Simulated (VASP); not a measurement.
# Al (Im-3m) in VASP: further runs, part 2 of 2

VASP 6.6.1.

## (4) Relaxation of cell and atoms, BLYP+D3(BJ)

This run uses another cell than the first one, of 16.12 Å³/atom, 0.994 times its volume.

File INCAR:

```
SYSTEM = Al
AGGAC = 1.0
AGGAX = 1.0
ALDAC = 0.0
ALDAX = 1.0
ALGO = Normal
EDIFF = 1E-6
EDIFFG = -0.005
ENCUT = 600
GGA = B5
IBRION = 2
ISIF = 3
ISMEAR = -1
IVDW = 12
LASPH = .TRUE.
LCHARG = .FALSE.
LREAL = .FALSE.
LWAVE = .FALSE.
NELM = 80
NSW = 60
PREC = Accurate
SIGMA = 0.1
VDW_A1 = 0.4298
VDW_A2 = 4.2359
VDW_S6 = 1.0
VDW_S8 = 2.6996
```

File KPOINTS:

```
k-points
0
G
  12 12 12
  0 0 0
```

File POSCAR:

```
Al
1.0
    2.7560720000      0.0000000000      0.0000000000
   -0.9186906379      2.5984496110      0.0000000000
   -0.9186906379     -1.2992247445      2.2503234088
Al
1
Direct
    0.0000000000      0.0000000000      0.0000000000
```

Potentials or basis: VASP PAW PBE potentials, release 64 (Al).

Launch:

```bash
cat potpaw_PBE.64/Al/POTCAR > POTCAR
mpirun -np 1 vasp_std > vasp.out
```

OUTCAR:

```text
SYSTEM = Al
   EDIFF = 1E-6
   EDIFFG = -0.005
   ENCUT = 600
   GGA = B5
   IBRION = 2
   ISIF = 3
   ISMEAR = -1
   IVDW = 12
   LASPH = .TRUE.
   LREAL = .FALSE.
   NELM = 80
   NSW = 60
   PREC = Accurate
 IVDW          = 12

 ion  position               nearest neighbor table
   1  0.000  0.000  0.000-

  LATTYP: Found a body centered cubic cell.
 ALAT       =     3.1824378222

  Lattice vectors:

 A1 = (   2.7560720000,   0.0000000000,   0.0000000000)
 A2 = (  -0.9186906379,   2.5984496110,   0.0000000000)
 A3 = (  -0.9186906379,  -1.2992247445,   2.2503234088)

Analysis of symmetry for initial positions (statically):
=====================================================================
 Subroutine PRICEL returns:
 Original cell was already a primitive cell.

 Routine SETGRP: Setting up the symmetry group for a
 body centered cubic supercell.

 Subroutine GETGRP returns: Found 48 space group operations
[... 9 lines left out ...]

 Routine SETGRP: Setting up the symmetry group for a
 body centered cubic supercell.

[... 197 lines left out ...]

  energy without entropy =       -2.55845796  energy(sigma->0) =       -2.56594415

 E-fermi :   8.7841     XC(G=0):  -9.7896

 val. band max:        8.7627411401   @ k =   0.3333   0.2500   0.0833
 cond. band min:       8.8346913235   @ k =  -0.4167   0.4167   0.2500
 fundamental gap:      0.0719501834
 Fermi energy:         8.7840502149

 k-point     1 :       0.0000    0.0000    0.0000
  band No.  band energies     occupation
      1      -2.5259      2.00000
      2      22.1581      0.00000
      3      22.1581      0.00000
      4      22.1581      0.00000
      5      23.6433      0.00000
[... 177 lines left out ...]
 k-point    24 :       0.4167    0.0833    0.0833
  band No.  band energies     occupation
      1       4.8029      2.00000
      2       5.2498      2.00000
      3      13.8285      0.00000
      4      14.4201      0.00000
      5      22.9782      0.00000

 [... further k-points ...]

------------------------ aborting loop because EDIFF is reached ----------------------------------------

 Edisp (eV)   -0.79796

 E8    (eV) :    -0.5930

  FORCE on cell =-STRESS in cart. coord.  units (eV):
  Direction    XX          YY          ZZ          XY          YZ          ZX
  --------------------------------------------------------------------------------------
  -------------------------------------------------------------------------------------
  Total      -0.00220    -0.00220    -0.00220    -0.00000    -0.00000    -0.00000
  in kB      -0.22005    -0.22005    -0.22005    -0.00000    -0.00000    -0.00000
  external pressure =       -0.22 kB  Pullay stress =        0.00 kB

 VOLUME and BASIS-vectors are now :
 -----------------------------------------------------------------------------
  energy-cutoff  :      600.00
  volume of cell :       16.01
      direct lattice vectors                 reciprocal lattice vectors
     2.750141505 -0.000000000 -0.000000000     0.363617653  0.128558250  0.222669413
    -0.916713806  2.592858287 -0.000000000     0.000000000  0.385674761  0.222669413
    -0.916713806 -1.296429082  2.245481180     0.000000000  0.000000000  0.445338847

 POSITION                                       TOTAL-FORCE (eV/Angst)
 -----------------------------------------------------------------------------------
      1.83343      2.59286     -0.00000        -0.000000      0.000000      0.000000
 -----------------------------------------------------------------------------------
    total drift:                               -0.000000      0.000000      0.000000

  FREE ENERGIE OF THE ION-ELECTRON SYSTEM (eV)
  ---------------------------------------------------
  free  energy   TOTEN  =        -3.3713952000 eV

  energy  without entropy=       -3.3564228217  energy(sigma->0) =       -3.36390901

 reached required accuracy - stopping structural energy minimisation
```

Run time: 13 s. Hardware: 1 thread of Intel Xeon Platinum 8259CL at 2.50GHz (Skylake/Cascade Lake), shared host; peak memory 0.15 GiB.

Results:

```
Free energy                            : -3.3714 eV
Relaxed volume                         : 16.01 Å³/atom
Relaxed cell                           : a = 2.750 Å, b = 2.750 Å, c = 2.750 Å, α = 109.47°, β = 109.47°, γ = 109.47°
Space group after relaxing (to 0.05 Å) : Im-3m (No. 229)
Energy gained by relaxing              : 0.1 meV/atom
Ionic steps                            : 2
Pressure after relaxing                : 0.0 GPa
Dispersion energy per atom             : -0.798 eV
```

The path:
| step | energy change (eV) | largest force (eV/Å) | pressure (GPa) | volume (Å³) |
| --- | --- | --- | --- | --- |
| 1 | 0.0000 | 0.0000 | -0.44 | 16.12 |
| 2 | -0.0001 | 0.0000 | -0.02 | 16.01 |

Final structure:
```cif
data_structure
_symmetry_space_group_name_H-M 'P 1'
_symmetry_Int_Tables_number 1
_cell_length_a 2.7501
_cell_length_b 2.7501
_cell_length_c 2.7501
_cell_angle_alpha 109.471
_cell_angle_beta 109.471
_cell_angle_gamma 109.471
_cell_volume 16.01
loop_
_atom_site_label
_atom_site_type_symbol
_atom_site_fract_x
_atom_site_fract_y
_atom_site_fract_z
_atom_site_occupancy
Al1 Al 0.00000 0.00000 0.00000 1
```

Levels at points of the mesh, in eV from the Fermi level:
```tsv
k point	band 1	band 2	band 3	band 4	band 5
(0.00, 0.00, 0.00)	-11.31	13.37	13.37	13.37	14.86
(0.50, 0.00, 0.00)	-4.36	-3.93	8.23	8.38	10.21
(0.50, 0.50, 0.50)	1.87	1.87	1.87	3.14	3.14
```

Caveat: the PAW data sets were made with another functional, which shifts forces and pressure a little; pairwise dispersion overbinds metals, which lowers pressure and volume.

## (5) Relaxation of cell and atoms, LDA

This run uses another cell than the first one, of 16.12 Å³/atom, 0.994 times its volume.

File INCAR:

```
SYSTEM = Al
  PREC = Accurate
  ENCUT = 600
  EDIFF = 1E-7
  ISMEAR = -1
  SIGMA = 0.1
  LREAL = .False.
  LASPH = .True.
  NELM = 60
  ALGO = Normal
  ISIF = 3
  LWAVE = .False.
  LCHARG = .False.
  IBRION = 2
  NSW = 60
  EDIFFG = -0.005
```

File KPOINTS:

```
Automatic mesh
0
Gamma
  12 12 12
  0 0 0
```

POSCAR is that of step 4.

Potentials or basis: VASP PAW LDA potentials, release 64 (Al).

Launch:

```bash
cat potpaw_LDA.64/Al/POTCAR > POTCAR
mpirun -np 1 vasp_std > vasp.out
```

Run time: 7.8 s. Hardware: 1 thread of Intel Xeon Platinum 8259CL at 2.50GHz (Skylake/Cascade Lake), shared host; peak memory 0.12 GiB.

Results (log left out):

| Property | Result |
| --- | --- |
| Free energy | -4.0937 eV |
| Relaxed volume | 16.24 Å³/atom |
| Relaxed cell | a = 2.763 Å, b = 2.763 Å, c = 2.763 Å, α = 109.47°, β = 109.47°, γ = 109.47° |
| Space group after relaxing (to 0.05 Å) | Im-3m (No. 229) |
| Energy gained by relaxing | 0.2 meV/atom |
| Ionic steps | 2 |
| Pressure after relaxing | 0.0 GPa |

The path:
```csv
step,energy change (eV),largest force (eV/Å),pressure (GPa),volume (Å³)
1,0.0000,0.0000,0.54,16.12
2,-0.0002,0.0000,-0.05,16.24
```

Final structure:
```
Al
1.0
     2.76329    0.00000    0.00000
    -0.92110    2.60525    0.00000
    -0.92110   -1.30263    2.25621
Al
1
Direct
  0.00000 0.00000 0.00000
```

Levels at points of the mesh, in eV from the Fermi level:
```tsv
k point	band 1	band 2	band 3	band 4
(0.00, 0.00, 0.00)	-11.20	13.30	13.30	13.30
(0.50, 0.00, 0.00)	-4.33	-3.88	8.17	8.32
(0.50, 0.50, 0.50)	1.88	1.88	1.88	3.04
```

## (6) Overview

| task | level | potentials or basis | cell | cutoff (eV) | gap on the mesh (eV) | pressure (GPa) | relaxed volume (Å³/atom) |
| --- | --- | --- | --- | --- | --- | --- | --- |
| single point | LDA | VASP PAW LDA potentials, release 64 (Al) | a = 2.761 Å, angles 109.5°, 1 atom | 520 | none | 0.1 | - |
| relaxation of cell and atoms | PBEsol | VASP PAW PBE potentials, release 64 (Al) | relaxed from a = 2.756 Å, angles 109.5°, 1 atom | 600 | none | 0.0 | 16.60 |
| relaxation of cell and atoms | BLYP+D3(BJ) | VASP PAW PBE potentials, release 64 (Al) | relaxed from a = 2.756 Å, angles 109.5°, 1 atom | 600 | none | 0.0 | 16.01 |
| relaxation of cell and atoms | LDA | VASP PAW LDA potentials, release 64 (Al) | relaxed from a = 2.756 Å, angles 109.5°, 1 atom | 600 | none | 0.0 | 16.24 |

Alike in all rows: no spin polarisation; k mesh 12 × 12 × 12; smearing fermi-dirac 0.1 eV.

Caveats: the PAW data sets were made with another functional, which shifts forces and pressure a little (some runs); pairwise dispersion overbinds metals, which lowers pressure and volume (some runs).

Absolute energies hang on the potentials; compare differences alone.
